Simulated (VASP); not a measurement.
# Fe (Fmmm) in VASP: notebook

The runs below take Fe through single point, with r2SCAN, PBE.

Everything below comes from runs of VASP 6.6.1. Logs are shortened: lines on timing, memory, paths and dates and some standing lists are left out, and cuts for length are marked.

## Step 1: The cell of the first run

Symmetry: Fmmm, No. 69, orthorhombic system. Conventional cell: a = 3.017 Å, b = 3.909 Å, c = 3.956 Å, α = 90.00°, β = 90.00°, γ = 90.00°. Fe (site symmetry mmm) has 14 Fe at 2.47 to 3.02 Å within 3.3 Å.

## Step 2: Single point, r2SCAN, collinear spin, ferromagnetic start

POSCAR

```
Fe
1.0
    0.0000000000      1.9545992686      1.9781194830
    1.5083634409      0.0000000000      1.9781194830
    1.5083634409      1.9545992686      0.0000000000
Fe
1
Direct
    0.0000000000      0.0000000000      0.0000000000
```

INCAR.step1

```
PREC = Accurate
ENCUT = 520
ISMEAR = -1
SIGMA = 0.05
LREAL = False
LASPH = True
NELM = 150
ISPIN = 2
MAGMOM = 3
LMAXMIX = 4
NBANDS = 14
GGA = PE
ALGO = Normal
EDIFF = 1E-4
LWAVE = True
LCHARG = False
```

INCAR.step2

```
PREC = Accurate
ENCUT = 520
EDIFF = 1E-7
ISMEAR = -1
SIGMA = 0.05
LREAL = False
LASPH = True
NELM = 150
ALGO = Normal
ISIF = 2
LWAVE = False
LCHARG = True
ISPIN = 2
MAGMOM = 3
LORBIT = 11
LMAXMIX = 4
METAGGA = R2SCAN
LMIXTAU = True
LELF = True
LVHAR = True
NBANDS = 14
ISTART = 1
```

KPOINTS

```
regular mesh
0
Gamma
  13 13 13
```

Potentials or basis: VASP PAW PBE potentials, release 64 (Fe).

Launch:

```bash
cat potpaw_PBE.64/Fe/POTCAR > POTCAR
cp INCAR.step1 INCAR
mpirun -np 1 vasp_std > vasp.out
cp INCAR.step2 INCAR
mpirun -np 1 vasp_std > vasp.out
```

OUTCAR:

```text
PREC = Accurate
   ENCUT = 520
   EDIFF = 1E-7
   ISMEAR = -1
   LREAL = False
   LASPH = True
   NELM = 150
   ISIF = 2
   ISPIN = 2
   LORBIT = 11
   METAGGA = R2SCAN
   ISTART = 1

 ion  position               nearest neighbor table
   1  0.000  0.000  0.000-

  LATTYP: Found a face centered orthorhombic cell.
 ALAT       =     3.0167268818
 B/A-ratio  =     1.2958410524
 C/A-ratio  =     1.3114342534

  Lattice vectors:

 A1 = (   0.0000000000,   1.9545992686,   1.9781194830)
 A2 = (   1.5083634409,   0.0000000000,   1.9781194830)
 A3 = (   1.5083634409,   1.9545992686,   0.0000000000)

Analysis of symmetry for initial positions (statically):
=====================================================================
 Subroutine PRICEL returns:
 Original cell was already a primitive cell.

 Routine SETGRP: Setting up the symmetry group for a
 face centered orthorhombic supercell.

 Subroutine GETGRP returns: Found  8 space group operations
 (whereof  8 operations were pure point group operations)
 out of a pool of  8 trial point group operations.

The static configuration has the point symmetry D_2h.

Analysis of symmetry for dynamics (positions and initial velocities):
=====================================================================
 Subroutine PRICEL returns:
 Original cell was already a primitive cell.

 Routine SETGRP: Setting up the symmetry group for a
 face centered orthorhombic supercell.

 Subroutine GETGRP returns: Found  8 space group operations
 (whereof  8 operations were pure point group operations)
 out of a pool of  8 trial point group operations.

The dynamic configuration has the point symmetry D_2h.

Analysis of structural, dynamic, and magnetic symmetry:
=====================================================================
 Subroutine PRICEL returns:
 Original cell was already a primitive cell.

 Routine SETGRP: Setting up the symmetry group for a
 face centered orthorhombic supercell.

 Subroutine GETGRP returns: Found  8 space group operations
 (whereof  8 operations were pure point group operations)
 out of a pool of  8 trial point group operations.

The overall configuration has the point symmetry D_2h.

 Subroutine INISYM returns: Found  8 space group operations
 (whereof  8 operations are pure point group operations),
 and found     1 'primitive' translations

----------------------------------------------------------------------------------------

                                     Primitive cell

  volume of cell :      11.6640

  direct lattice vectors                    reciprocal lattice vectors
     0.000000000  1.954599269  1.978119483    -0.331485096  0.255806910  0.252765318
     1.508363441  0.000000000  1.978119483     0.331485096 -0.255806910  0.252765318
     1.508363441  1.954599269  0.000000000     0.331485096  0.255806910 -0.252765318

  length of vectors
     2.780901830  2.487592603  2.468930653     0.489090840  0.489090840  0.489090840

  position of ions in fractional coordinates (direct lattice)
     0.000000000  0.000000000  0.000000000

  ion indices of the primitive-cell ions
   primitive index   ion index
                 1           1

----------------------------------------------------------------------------------------

 KPOINTS: regular mesh

Automatic generation of k-mesh.
 Grid dimensions read from file:
 generate k-points for:   13   13   13

 Generating k-lattice:

  Cartesian coordinates                     Fractional coordinates (reciprocal lattice)
    -0.025498854  0.019677455  0.019443486     0.076923077  0.000000000  0.000000000
     0.025498854 -0.019677455  0.019443486     0.000000000  0.076923077  0.000000000
     0.025498854  0.019677455 -0.019443486     0.000000000  0.000000000  0.076923077

  Length of vectors
     0.037622372  0.037622372  0.037622372

  Shift w.r.t. Gamma in fractional coordinates (k-lattice)
     0.000000000  0.000000000  0.000000000

 Subroutine IBZKPT returns following result:
 ===========================================

 Found    343 irreducible k-points:

 Following reciprocal coordinates:
            Coordinates               Weight
  0.000000  0.000000  0.000000      1.000000
  0.076923  0.000000  0.000000      8.000000
  0.153846  0.000000  0.000000      8.000000
  0.230769  0.000000  0.000000      8.000000
  0.307692  0.000000  0.000000      8.000000
  0.384615  0.000000  0.000000      8.000000
[... 16 lines left out ...]
  0.384615  0.153846  0.000000      8.000000
  0.461538  0.153846  0.000000      8.000000
 [... further k-points ...]
   k-points           NKPTS =    343   k-points in BZ     NKDIM =    343   number of bands    NBANDS=     14
   number of dos      NEDOS =    301   number of ions     NIONS =      1
   total plane-waves  NPLWV =   8640
   dimension x,y,z NGX =    24 NGY =   20 NGZ =   18
   dimension x,y,z NGXF=    48 NGYF=   40 NGZF=   36
   ions per type =               1
   NGX,Y,Z   is equivalent  to a cutoff of  14.35, 13.37, 12.12 a.u.
   NGXF,Y,Z  is equivalent  to a cutoff of  28.70, 26.73, 24.24 a.u.
 SYSTEM =  unknown system
   PREC   = accura    normal or accurate (medium, high low for compatibility)
   ISTART =      1    job   : 0-new  1-cont  2-samecut
   ICHARG =      0    charge: 1-file 2-atom 10-const
   ISPIN  =      2    spin polarized calculation?
   LNONCOLLINEAR =      F non collinear calculations
   LSORBIT =      F    spin-orbit coupling
   LASPH  =      T    aspherical Exc in radial PAW
   ENCUT  =  520.0 eV  38.22 Ry    6.18 a.u.   5.17  4.63  4.59*2*pi/ulx,y,z
   NELM   =    150;   NELMIN=  2; NELMDL=  0     # of ELM steps
   EDIFF  = 0.1E-06   stopping-criterion for ELM
   LREAL  =      F    real-space projection
   EDIFFG = 0.1E-05   stopping-criterion for IOM
   NSW    =      0    number of steps for IOM
   IBRION =     -1    ionic relax: 0-MD 1-quasi-New 2-CG
   NFREE  =      0    steps in history (QN), initial steepest desc. (CG)
   ISIF   =      2    stress and relaxation
   ISYM   =      2    0-nonsym 1-usesym 2-fastsym
   POTIM  = 0.5000    time-step for ionic-motion
   TEBEG  =    0.0;   TEEND  =   0.0 temperature during run
   PSTRESS=    0.0 pullay stress
   NELECT =       8.0000    total number of electrons
   NUPDOWN=      -1.0000    fix difference up-down
   EMIN   =  10.00;   EMAX   =-10.00  energy-range for DOS
   EFERMI =   0.00;   METHOD = LEGACY
   ISMEAR =    -1;   SIGMA  =   0.05  broadening in eV -4-tet -1-fermi 0-gaus
   EFERMI_NEDOS =   21; number of points for ismear=-14 and -15
   IALGO  =     38    algorithm
   IMIX   =      4    mixing-type and parameters
     AMIX     =   0.40;   BMIX     =  1.00
     AMIX_MAG =   1.60;   BMIX_MAG =  1.00
  volume/ion in A,a.u.               =      11.66        78.71
  Fermi-wavevector in a.u.,A,eV,Ry     =   1.443741  2.728276 28.359837  2.084389
  Thomas-Fermi vector in A             =   2.562115
   LORBIT       =     11    0 simple, 1 ext, 2 COOP (PROOUT), +10 PAW based schemes
   METAGGA = R2SCAN    functional components
   LHFCALC =     F    Hartree Fock is set to
   AEXX    =    0.0000 exact exchange contribution
   IVDW    =     0    specifies the selected vdW correction
   LEPSILON=     F    determine dielectric tensor
   LRPA    =     F    only Hartree local field effects (RPA)
 spin polarized calculation
  energy-cutoff  :      520.00
  volume of cell :       11.66
 maximum number of plane-waves:       337
 NGX is ok and might be reduce to    24
   NGX = 11   NGY =  9   NGZ =  9

 number of electron       7.9999996 magnetization       2.6549859

 Free energy of the ion-electron system (eV)
  ---------------------------------------------------
  ext. energy  EPLUGINS =         0.00000000
  ---------------------------------------------------
  free energy    TOTEN  =       -14.35337300 eV

  energy without entropy =      -14.34714529  energy(sigma->0) =      -14.35025915

 E-fermi :   5.5861     XC(G=0): -14.0763

 val. band max:        5.5857685824   @ k =  -0.1538   0.3077   0.1538
 cond. band min:       5.5970636506   @ k =   0.3846   0.0000   0.3846
 fundamental gap:      0.0112950681
 Fermi energy:         5.5860693988

 spin component 1

 k-point     1 :       0.0000    0.0000    0.0000
  band No.  band energies     occupation
      1      -2.9974      1.00000
      2       2.3904      1.00000
      3       2.4565      1.00000
      4       2.7480      1.00000
      5       3.4977      1.00000
      6       3.8636      1.00000
      7      30.2210      0.00000
      8      31.6728      0.00000
      9      31.9255      0.00000
     10      35.6143      0.00000
     11      36.9030      0.00000
     12      36.9168      0.00000
     13      37.0400      0.00000
     14      37.1317      0.00000
[... 375 lines left out ...]
 k-point    24 :       0.4615    0.1538    0.0000
  band No.  band energies     occupation
      1       0.6461      1.00000
      2       1.7495      1.00000
      3       2.6978      1.00000
      4       3.5134      1.00000
      5       4.2178      1.00000
      6       6.3486      0.00000
      7      15.2206      0.00000
      8      21.3378      0.00000
      9      26.1215      0.00000
     10      31.9668      0.00000
     11      35.1882      0.00000
     12      38.6631      0.00000
     13      45.3024      0.00000
     14      46.7680      0.00000

 [... further k-points ...]

 spin component 2

 k-point     1 :       0.0000    0.0000    0.0000
  band No.  band energies     occupation
      1      -3.5802      1.00000
      2       5.6297      0.29456
      3       5.8060      0.01215
      4       6.4090      0.00000
      5       7.7276      0.00000
      6       8.4807      0.00000
      7      29.7102      0.00000
      8      31.4641      0.00000
      9      31.8252      0.00000
     10      36.4455      0.00000
     11      37.2968      0.00000
     12      38.7406      0.00000
     13      38.8113      0.00000
     14      39.3517      0.00000
[... 375 lines left out ...]
 k-point    24 :       0.4615    0.1538    0.0000
  band No.  band energies     occupation
      1       1.8417      1.00000
      2       4.5253      1.00000
      3       4.8514      1.00000
      4       7.6004      0.00000
      5       8.5863      0.00000
      6       9.3111      0.00000
      7      16.7477      0.00000
      8      22.1995      0.00000
      9      27.2413      0.00000
     10      32.4754      0.00000
     11      36.2577      0.00000
     12      40.0638      0.00000
     13      46.3614      0.00000
     14      48.6159      0.00000

 [... further k-points ...]

------------------------ aborting loop because EDIFF is reached ----------------------------------------

  FORCE on cell =-STRESS in cart. coord.  units (eV):
  Direction    XX          YY          ZZ          XY          YZ          ZX
  --------------------------------------------------------------------------------------
  -------------------------------------------------------------------------------------
  Total       -0.1463013      0.3316819      0.2588937      0.0000000      0.0000000      0.0000000
  in kB      -20.0961283     45.5602544     35.5619712      0.0000000      0.0000000      0.0000000
  external PRESSURE =      20.3420324 kB  Pullay stress =       0.0000000 kB

 VOLUME and BASIS-vectors are now :
 -----------------------------------------------------------------------------
  energy-cutoff  :      520.00
  volume of cell :       11.66
      direct lattice vectors                 reciprocal lattice vectors
     0.000000000  1.954599269  1.978119483    -0.331485096  0.255806910  0.252765318
     1.508363441  0.000000000  1.978119483     0.331485096 -0.255806910  0.252765318
     1.508363441  1.954599269  0.000000000     0.331485096  0.255806910 -0.252765318

 POSITION                                       TOTAL-FORCE (eV/Angst)
 -----------------------------------------------------------------------------------
      0.00000      0.00000      0.00000        -0.000000      0.000000     -0.000000
 -----------------------------------------------------------------------------------
    total drift:                                0.000000     -0.000000      0.000000

  FREE ENERGIE OF THE ION-ELECTRON SYSTEM (eV)
  ---------------------------------------------------
  free  energy   TOTEN  =       -14.3533730023 eV

  energy  without entropy=      -14.3471452917  energy(sigma->0) =      -14.35025915

 total charge

# of ion       s       p       d       tot
------------------------------------------
    1        0.484   0.556   6.181   7.221

 magnetization (x)

# of ion       s       p       d       tot
------------------------------------------
    1       -0.012  -0.111   2.838   2.716
```

It took 4.8 min on 1 thread of Intel Xeon 8259CL, shared host; peak memory 0.21 GiB.

Results:

| Quantity | Value |
| --- | --- |
| Free energy | -14.3534 eV |
| Pressure | 2.0 GPa |
| Net moment | 2.65 μB per cell |
| Site moments | Fe +2.72 μB |
| Valence electrons inside the program's atomic spheres | Fe 7.22 |

Stress tensor (GPa, compression positive):
```
-2.01  0.00  0.00
 0.00  4.56  0.00
 0.00  0.00  3.56
```

Caveat: the stress differs along the axes, from -2 to 5 GPa; the PAW data sets were made with another functional, which shifts forces and pressure a little.

(Continued in part 2 of 2.)
